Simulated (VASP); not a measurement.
# Na3OF (Pm-3m) in VASP: a series of runs, part 2 of 2

VASP 6.6.1. The steps go on from the part before.

### 3 Single point, PBE

This run uses another cell than the first one, of 16.43 Å³/atom.

INCAR reads:

```
SYSTEM = Na3OF
PREC = Accurate ; ENCUT = 520
EDIFF = 1E-6 ; ISMEAR = 0
SIGMA = 0.01 ; LREAL = .False.
LASPH = .True. ; NELM = 80
ALGO = Normal ; ISIF = 2
LWAVE = .False. ; LCHARG = .False.
GGA = PE ; NBANDS = 25
```

KPOINTS reads:

```
regular mesh
0
Gamma
  6 6 6
  0 0 0
```

POSCAR reads:

```
Na3OF
1.0
    4.3468197333      0.0000000000      0.0000000000
    0.0000000000      4.3468197333      0.0000000000
    0.0000000000      0.0000000000      4.3468197333
F O Na
1 1 3
Direct
    0.0000000000      0.0000000000      0.0000000000
    0.5000000000      0.5000000000      0.5000000000
    0.5000000000      0.5000000000      0.0000000000
    0.5000000000      0.0000000000      0.5000000000
    0.0000000000      0.5000000000      0.5000000000
```

Potentials or basis: VASP PAW PBE potentials, release 64 (F, O, Na_pv).

Launch:

```
> cat potpaw_PBE.64/F/POTCAR potpaw_PBE.64/O/POTCAR potpaw_PBE.64/Na_pv/POTCAR > POTCAR
> mpirun -np 1 vasp_std > vasp.out
```

OUTCAR:

```text
SYSTEM = Na3OF
   PREC = Accurate
   ENCUT = 520
   EDIFF = 1E-6
   ISMEAR = 0
   LREAL = .False.
   LASPH = .True.
   NELM = 80
   ISIF = 2
   GGA = PE

 ion  position               nearest neighbor table
   1  0.000  0.000  0.000-
   2  0.500  0.500  0.500-   3 2.17   4 2.17   5 2.17   3 2.17   4 2.17   5 2.17
   3  0.500  0.500  0.000-   2 2.17   2 2.17
   4  0.500  0.000  0.500-   2 2.17   2 2.17
   5  0.000  0.500  0.500-   2 2.17   2 2.17

  LATTYP: Found a simple cubic cell.
 ALAT       =     4.3468197333

  Lattice vectors:

 A1 = (   4.3468197333,   0.0000000000,   0.0000000000)
 A2 = (   0.0000000000,   4.3468197333,   0.0000000000)
 A3 = (   0.0000000000,   0.0000000000,   4.3468197333)

Analysis of symmetry for initial positions (statically):
=====================================================================
 Subroutine PRICEL returns:
 Original cell was already a primitive cell.

 Routine SETGRP: Setting up the symmetry group for a
 simple cubic supercell.
[... 165 lines left out ...]

  energy without entropy =      -18.83846386  energy(sigma->0) =      -18.83846386

 E-fermi :  -0.3557     XC(G=0):  -8.0332

 val. band max:       -0.3984419618   @ k =   0.0000   0.0000   0.0000
 cond. band min:       1.5901142110   @ k =   0.0000   0.0000   0.0000
 fundamental gap:      1.9885561728
 Fermi energy:        -0.3556600016

 k-point     1 :       0.0000    0.0000    0.0000
  band No.  band energies     occupation
      1     -22.3636      2.00000
      2     -22.3636      2.00000
      3     -22.3636      2.00000
      4     -22.3074      2.00000
      5     -22.3074      2.00000
      6     -22.3074      2.00000
[... 549 lines left out ...]
     24       8.8464      0.00000
     25      10.5898      0.00000

------------------------ aborting loop because EDIFF is reached ----------------------------------------

  FORCE on cell =-STRESS in cart. coord.  units (eV):
  Direction    XX          YY          ZZ          XY          YZ          ZX
  --------------------------------------------------------------------------------------
  -------------------------------------------------------------------------------------
  Total        0.8799900      0.8799900      0.8799900      0.0000000     -0.0000000      0.0000000
  in kB       17.1661705     17.1661705     17.1661705      0.0000000     -0.0000000      0.0000000
  external PRESSURE =      17.1661705 kB  Pullay stress =       0.0000000 kB

 VOLUME and BASIS-vectors are now :
 -----------------------------------------------------------------------------
  energy-cutoff  :      520.00
  volume of cell :       82.13
      direct lattice vectors                 reciprocal lattice vectors
     4.346819733  0.000000000  0.000000000     0.230053248  0.000000000  0.000000000
     0.000000000  4.346819733  0.000000000     0.000000000  0.230053248  0.000000000
     0.000000000  0.000000000  4.346819733     0.000000000  0.000000000  0.230053248

 POSITION                                       TOTAL-FORCE (eV/Angst)
 -----------------------------------------------------------------------------------
      0.00000      0.00000      0.00000         0.000000      0.000000      0.000000
      2.17341      2.17341      2.17341         0.000000      0.000000      0.000000
      2.17341      2.17341      0.00000         0.000000      0.000000      0.000000
      2.17341      0.00000      2.17341         0.000000      0.000000      0.000000
      0.00000      2.17341      2.17341         0.000000      0.000000      0.000000
 -----------------------------------------------------------------------------------
    total drift:                                0.000000     -0.000000     -0.000000

  FREE ENERGIE OF THE ION-ELECTRON SYSTEM (eV)
  ---------------------------------------------------
  free  energy   TOTEN  =       -18.8384638551 eV

  energy  without entropy=      -18.8384638551  energy(sigma->0) =      -18.83846386
```

OSZICAR:

```text
N       E                     dE             d eps       ncg     rms          rms(c)
DAV:   1     0.353147614048E+03    0.35315E+03   -0.17743E+04  1000   0.160E+03
DAV:   2     0.131593593836E+02   -0.33999E+03   -0.31917E+03  1089   0.438E+02
DAV:   3    -0.233027402199E+02   -0.36462E+02   -0.35627E+02  1100   0.142E+02
DAV:   4    -0.242624974702E+02   -0.95976E+00   -0.95662E+00  1152   0.248E+01
DAV:   5    -0.242798362313E+02   -0.17339E-01   -0.17332E-01  1152   0.335E+00    0.118E+01
DAV:   6    -0.190444960590E+02    0.52353E+01   -0.16540E+01  1303   0.345E+01    0.458E+00
DAV:   7    -0.189236525468E+02    0.12084E+00   -0.10332E+00  1017   0.618E+00    0.251E+00
DAV:   8    -0.188430211490E+02    0.80631E-01   -0.37558E-01  1013   0.456E+00    0.883E-01
DAV:   9    -0.188366717511E+02    0.63494E-02   -0.28393E-02  1409   0.137E+00    0.379E-01
DAV:  10    -0.188368800064E+02   -0.20826E-03   -0.62649E-03  1012   0.474E-01    0.136E-01
DAV:  11    -0.188384302707E+02   -0.15503E-02   -0.19206E-03  1067   0.294E-01    0.246E-02
DAV:  12    -0.188384562712E+02   -0.26000E-04   -0.89170E-05  1121   0.762E-02    0.110E-02
DAV:  13    -0.188384638620E+02   -0.75909E-05   -0.18145E-05  1024   0.289E-02    0.249E-03
DAV:  14    -0.188384638551E+02    0.69776E-08   -0.88646E-07   834   0.608E-03
   1 F= -.18838464E+02 E0= -.18838464E+02  d E =-.881566E-12
```

Run time: 11 s. Hardware: 1 thread of Intel Xeon 6975P-C (Granite Rapids), shared host; peak memory 0.19 GiB.

Results:

- Free energy: -18.8385 eV
- Pressure: 1.7 GPa
- Band gap on the k mesh: 1.99 eV

Levels at points of the mesh, in eV from the valence-band top:
```csv
k point,band 13,band 14,band 15,band 16,band 17,band 18,band 19,band 20,band 21,band 22
"(0.00, 0.00, 0.00)",-2.25,-2.25,0.00,0.00,0.00,1.99,7.73,7.73,10.19,10.19
"(0.50, 0.00, 0.00)",-2.21,-2.21,-0.81,-0.05,-0.05,4.62,4.84,8.71,10.04,10.04
"(0.50, 0.50, 0.00)",-2.56,-2.20,-0.48,-0.48,-0.03,5.32,6.70,6.70,6.93,10.22
"(0.50, 0.50, 0.50)",-2.40,-2.40,-0.61,-0.61,-0.61,6.83,6.83,6.83,8.58,8.58
```

A k mesh can miss the band edges.

### 4 Single point, PBE (16.61 Å³/atom)

This run uses another cell than the first one, of 16.61 Å³/atom.

INCAR reads:

```
PREC     = Accurate       # precision mode
ENCUT    = 520            # plane-wave cutoff, eV
EDIFF    = 1E-7           # SCF threshold, eV
ISMEAR   = 0              # smearing method
SIGMA    = 0.01           # smearing width, eV
LREAL    = False          # projectors in reciprocal space
LASPH    = True           # aspherical terms in the spheres
NELM     = 60             # most SCF steps
ALGO     = Normal         # electronic algorithm
ISIF     = 2              # what is computed and relaxed
LWAVE    = False          # write WAVECAR
LCHARG   = True           # write CHGCAR
GGA      = PE             # functional
LELF     = True           # ELF
LVHAR    = True         
NBANDS   = 25             # bands
```

KPOINTS reads:

```
Automatic mesh
0
Gamma
  6 6 6
```

POSCAR: that of step 3 with these lines changed.

```diff
@@ -2,5 +2,5 @@
 1.0
-    4.3468197333      0.0000000000      0.0000000000
-    0.0000000000      4.3468197333      0.0000000000
-    0.0000000000      0.0000000000      4.3468197333
+    4.3627538644      0.0000000000      0.0000000000
+    0.0000000000      4.3627538644      0.0000000000
+    0.0000000000      0.0000000000      4.3627538644
 F O Na
```

Potentials or basis: VASP PAW PBE potentials, release 64 (F, O, Na_pv).

Launch:

```
> cat potpaw_PBE.64/F/POTCAR potpaw_PBE.64/O/POTCAR potpaw_PBE.64/Na_pv/POTCAR > POTCAR
> mpirun -np 1 vasp_std > vasp.out
```

OUTCAR:

```text
PREC = Accurate
   ENCUT = 520
   EDIFF = 1E-7
   ISMEAR = 0
   LREAL = False
   LASPH = True
   NELM = 60
   ISIF = 2
   GGA = PE

 ion  position               nearest neighbor table
   1  0.000  0.000  0.000-
   2  0.500  0.500  0.500-   3 2.18   4 2.18   5 2.18   3 2.18   4 2.18   5 2.18
   3  0.500  0.500  0.000-   2 2.18   2 2.18
   4  0.500  0.000  0.500-   2 2.18   2 2.18
   5  0.000  0.500  0.500-   2 2.18   2 2.18

  LATTYP: Found a simple cubic cell.
 ALAT       =     4.3627538644

  Lattice vectors:

 A1 = (   4.3627538644,   0.0000000000,   0.0000000000)
 A2 = (   0.0000000000,   4.3627538644,   0.0000000000)
 A3 = (   0.0000000000,   0.0000000000,   4.3627538644)

Analysis of symmetry for initial positions (statically):
=====================================================================
 Subroutine PRICEL returns:
 Original cell was already a primitive cell.

 Routine SETGRP: Setting up the symmetry group for a
 simple cubic supercell.

 Subroutine GETGRP returns: Found 48 space group operations
 (whereof 48 operations were pure point group operations)
 out of a pool of 48 trial point group operations.

The static configuration has the point symmetry O_h .

Analysis of symmetry for dynamics (positions and initial velocities):
=====================================================================
 Subroutine PRICEL returns:
 Original cell was already a primitive cell.

 Routine SETGRP: Setting up the symmetry group for a
 simple cubic supercell.

 Subroutine GETGRP returns: Found 48 space group operations
 (whereof 48 operations were pure point group operations)
[... 116 lines left out ...]
   EMIN   =  10.00;   EMAX   =-10.00  energy-range for DOS
   EFERMI =   0.00;   METHOD = LEGACY
   ISMEAR =     0;   SIGMA  =   0.01  broadening in eV -4-tet -1-fermi 0-gaus
   EFERMI_NEDOS =   21; number of points for ismear=-14 and -15
   IALGO  =     38    algorithm
   IMIX   =      4    mixing-type and parameters
     AMIX     =   0.40;   BMIX     =  1.00
     AMIX_MAG =   1.60;   BMIX_MAG =  1.00
  volume/ion in A,a.u.               =      16.61       112.07
  Fermi-wavevector in a.u.,A,eV,Ry     =   1.215646  2.297238 20.106621  1.477795
  Thomas-Fermi vector in A             =   2.351026
   LORBIT       =      0    0 simple, 1 ext, 2 COOP (PROOUT), +10 PAW based schemes
   GGA     = PE    functional components
   LHFCALC =     F    Hartree Fock is set to
   AEXX    =    0.0000 exact exchange contribution
   IVDW    =     0    specifies the selected vdW correction
   LEPSILON=     F    determine dielectric tensor
   LRPA    =     F    only Hartree local field effects (RPA)
 non-spin polarized calculation
 Gauss-broadening in eV      SIGMA  =   0.01
  energy-cutoff  :      520.00
  volume of cell :       83.04
 maximum number of plane-waves:      2272
   NGX = 17   NGY = 17   NGZ = 17

 number of electron      33.9999985 magnetization

 Free energy of the ion-electron system (eV)
  ---------------------------------------------------
  ext. energy  EPLUGINS =         0.00000000
  ---------------------------------------------------
  free energy    TOTEN  =       -18.84753793 eV

  energy without entropy =      -18.84753793  energy(sigma->0) =      -18.84753793

 E-fermi :  -0.3602     XC(G=0):  -7.9893

 val. band max:       -0.4466208682   @ k =   0.0000   0.0000   0.0000
 cond. band min:       1.5261215849   @ k =   0.0000   0.0000   0.0000
 fundamental gap:      1.9727424531
 Fermi energy:        -0.3601964039

 k-point     1 :       0.0000    0.0000    0.0000
  band No.  band energies     occupation
      1     -22.4276      2.00000
      2     -22.4276      2.00000
      3     -22.4276      2.00000
      4     -22.3740      2.00000
      5     -22.3740      2.00000
      6     -22.3740      2.00000
[... 549 lines left out ...]
     24       8.7525      0.00000
     25      10.4430      0.00000

------------------------ aborting loop because EDIFF is reached ----------------------------------------

  FORCE on cell =-STRESS in cart. coord.  units (eV):
  Direction    XX          YY          ZZ          XY          YZ          ZX
  --------------------------------------------------------------------------------------
  -------------------------------------------------------------------------------------
  Total        0.6577528      0.6577528      0.6577528     -0.0000000      0.0000000     -0.0000000
  in kB       12.6908623     12.6908623     12.6908623     -0.0000000      0.0000000     -0.0000000
  external PRESSURE =      12.6908623 kB  Pullay stress =       0.0000000 kB

 VOLUME and BASIS-vectors are now :
 -----------------------------------------------------------------------------
  energy-cutoff  :      520.00
  volume of cell :       83.04
      direct lattice vectors                 reciprocal lattice vectors
     4.362753864  0.000000000  0.000000000     0.229213023  0.000000000  0.000000000
     0.000000000  4.362753864  0.000000000     0.000000000  0.229213023  0.000000000
     0.000000000  0.000000000  4.362753864     0.000000000  0.000000000  0.229213023

 POSITION                                       TOTAL-FORCE (eV/Angst)
 -----------------------------------------------------------------------------------
      0.00000      0.00000      0.00000         0.000000      0.000000      0.000000
      2.18138      2.18138      2.18138         0.000000      0.000000      0.000000
      2.18138      2.18138      0.00000         0.000000      0.000000      0.000000
      2.18138      0.00000      2.18138         0.000000      0.000000      0.000000
      0.00000      2.18138      2.18138         0.000000      0.000000      0.000000
 -----------------------------------------------------------------------------------
    total drift:                                0.000000     -0.000000     -0.000000

  FREE ENERGIE OF THE ION-ELECTRON SYSTEM (eV)
  ---------------------------------------------------
  free  energy   TOTEN  =       -18.8475379341 eV

  energy  without entropy=      -18.8475379341  energy(sigma->0) =      -18.84753793
```

Wall time 11 s (1 thread of Intel Xeon 6975P-C (Granite Rapids), shared host); peak memory 0.18 GiB.

What came out:

```
Free energy            : -18.8475 eV
Pressure               : 1.3 GPa
Band gap on the k mesh : 1.97 eV
```

### 5 Single point, PBE

This run uses another cell than the first one, of 17.12 Å³/atom.

INCAR reads:

```
PREC     = Accurate       # precision mode
ENCUT    = 520            # plane-wave cutoff, eV
EDIFF    = 1E-6           # SCF threshold, eV
ISMEAR   = 0              # smearing method
SIGMA    = 0.01           # smearing width, eV
LREAL    = F              # projectors in reciprocal space
LASPH    = T              # aspherical terms in the spheres
NELM     = 100            # most SCF steps
ALGO     = Normal         # electronic algorithm
ISIF     = 2              # what is computed and relaxed
LWAVE    = F              # write WAVECAR
LCHARG   = F              # write CHGCAR
GGA      = PE             # functional
NBANDS   = 25             # bands
```

KPOINTS reads:

```
regular mesh
0
Gamma
  6 6 6
```

POSCAR: that of step 4 with these lines changed.

```diff
@@ -2,5 +2,5 @@
 1.0
-    4.3627538644      0.0000000000      0.0000000000
-    0.0000000000      4.3627538644      0.0000000000
-    0.0000000000      0.0000000000      4.3627538644
+    4.4072748360      0.0000000000      0.0000000000
+    0.0000000000      4.4072748360      0.0000000000
+    0.0000000000      0.0000000000      4.4072748360
 F O Na
```

Launch:

```
> cat potpaw_PBE.64/F/POTCAR potpaw_PBE.64/O/POTCAR potpaw_PBE.64/Na_pv/POTCAR > POTCAR
> mpirun -np 1 vasp_std > vasp.out
```

Run time: 14 s. Hardware: 1 thread of Intel Xeon 6975P-C (Granite Rapids), shared host; peak memory 0.21 GiB.

It converged, with:

- Free energy: -18.8604 eV
- Pressure: 0.1 GPa
- Band gap on the k mesh: 1.93 eV

Levels at points of the mesh, in eV from the valence-band top:
```csv
k point,band 13,band 14,band 15,band 16,band 17,band 18,band 19,band 20,band 21,band 22
"(0.00, 0.00, 0.00)",-2.14,-2.14,0.00,0.00,0.00,1.93,7.60,7.60,9.92,9.92
"(0.50, 0.00, 0.00)",-2.10,-2.10,-0.77,-0.04,-0.04,4.52,4.68,8.59,9.83,9.83
"(0.50, 0.50, 0.00)",-2.43,-2.09,-0.45,-0.45,-0.03,5.23,6.53,6.53,6.71,10.03
"(0.50, 0.50, 0.50)",-2.28,-2.28,-0.57,-0.57,-0.57,6.69,6.69,6.69,8.35,8.35
```

A k mesh can miss the band edges.

### 6 Single point, PBE (17.64 Å³/atom)

This run uses another cell than the first one, of 17.64 Å³/atom.

INCAR reads:

```
  PREC = Accurate
  ENCUT = 520
  EDIFF = 1E-6
  ISMEAR = 0
  SIGMA = 0.01
  LREAL = F
  LASPH = T
  NELM = 100
  ALGO = Normal
  ISIF = 2
  LWAVE = F
  LCHARG = T
  GGA = PE
  LELF = T
  LVHAR = T
  NBANDS = 25
```

KPOINTS reads:

```
Automatic mesh
0
Gamma
  6 6 6
```

POSCAR: that of step 5 with these lines changed.

```diff
@@ -2,5 +2,5 @@
 1.0
-    4.4072748360      0.0000000000      0.0000000000
-    0.0000000000      4.4072748360      0.0000000000
-    0.0000000000      0.0000000000      4.4072748360
+    4.4509140585      0.0000000000      0.0000000000
+    0.0000000000      4.4509140585      0.0000000000
+    0.0000000000      0.0000000000      4.4509140585
 F O Na
```

Potentials or basis: VASP PAW PBE potentials, release 64 (F, O, Na_pv).

Launch:

```
> cat potpaw_PBE.64/F/POTCAR potpaw_PBE.64/O/POTCAR potpaw_PBE.64/Na_pv/POTCAR > POTCAR
> mpirun -np 1 vasp_std > vasp.out
```

Wall time 15 s (1 thread of Intel Xeon 6975P-C (Granite Rapids), shared host); peak memory 0.21 GiB.

The run converged. Its results:

```yaml
Free_energy: -18.8560 eV
Pressure: -0.9 GPa
Band_gap_on_the_k_mesh: 1.89 eV
```

Levels at points of the mesh, in eV from the valence-band top:
```csv
k point,band 14,band 15,band 16,band 17,band 18,band 19,band 20,band 21
"(0.00, 0.00, 0.00)",-2.06,0.00,0.00,0.00,1.89,7.51,7.51,9.74
"(0.50, 0.00, 0.00)",-2.03,-0.74,-0.04,-0.04,4.45,4.57,8.49,9.69
"(0.50, 0.50, 0.00)",-2.01,-0.43,-0.43,-0.02,5.16,6.41,6.41,6.55
"(0.50, 0.50, 0.50)",-2.20,-0.54,-0.54,-0.54,6.58,6.58,6.58,8.19
```

A k mesh can miss the band edges.

### 7 Overview

```csv
cell,gap on the mesh (eV),pressure (GPa)
"a = 4.317 Å, 5 atoms",2.02,2.6
"a = 4.347 Å, 5 atoms",1.99,1.7
"a = 4.363 Å, 5 atoms",1.97,1.3
"a = 4.407 Å, 5 atoms",1.93,0.1
"a = 4.451 Å, 5 atoms",1.89,-0.9
```

Alike in all rows: task single point; level PBE; potentials or basis VASP PAW PBE potentials, release 64 (F, O, Na_pv); no spin polarisation; k mesh 6 × 6 × 6; cutoff (eV) 520; smearing gaussian 0.01 eV.

Total energies depend on the potentials used, so only differences within one code and one set of settings carry meaning.
